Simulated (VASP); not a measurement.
# Re: single point with BLYP+D4

The system is Re.

```
CELL_PARAMETERS angstrom
2.77416 0.00000 0.00000
-1.38708 2.40250 0.00000
0.00000 0.00000 8.95575
ATOMIC_POSITIONS crystal
Re 0.66667 0.33333 0.75000
Re 0.00000 0.00000 0.50000
Re 0.33333 0.66667 0.25000
Re 0.00000 0.00000 0.00000
```

- Program: VASP 6.6.1
- Task: single point
- Functional: BLYP
- Dispersion: D4
- Potentials or basis: VASP PAW PBE potentials, release 64 (Re_sv_GW)
- Cutoff: 560 eV
- k mesh: 11 × 11 × 3
- Occupations: fermi-dirac, width 0.05 eV
- Spin: no spin polarisation

The pressure is 0.1 GPa and the band gap on the k mesh is zero (bands 30 and 31 overlap by 2.51 eV). The dispersion energy per atom is -1.321 eV.

Stress tensor (GPa, compression positive):
```
 0.16  0.00  0.00
 0.00  0.16  0.00
 0.00  0.00 -0.02
```

Levels at points of the mesh, in eV from the Fermi level:
| k point | band 26 | band 27 | band 28 | band 29 | band 30 | band 31 | band 32 | band 33 | band 34 | band 35 |
| --- | --- | --- | --- | --- | --- | --- | --- | --- | --- | --- |
| (0.00, 0.00, 0.00) | -1.91 | -1.65 | -1.25 | -1.25 | -1.15 | -1.15 | 0.56 | 0.56 | 0.83 | 1.41 |

It took 3 min on 1 thread of AMD EPYC 7R43 64-Core Processor (Zen 3), with other jobs on the host, peak memory 0.18 GiB.

Caveat: the dispersion term is far too large for a dense solid, which distorts pressure and volume; the PAW data sets were made with another functional, which shifts forces and pressure a little; spin-orbit coupling is left out, which moves the levels of the heavy elements.
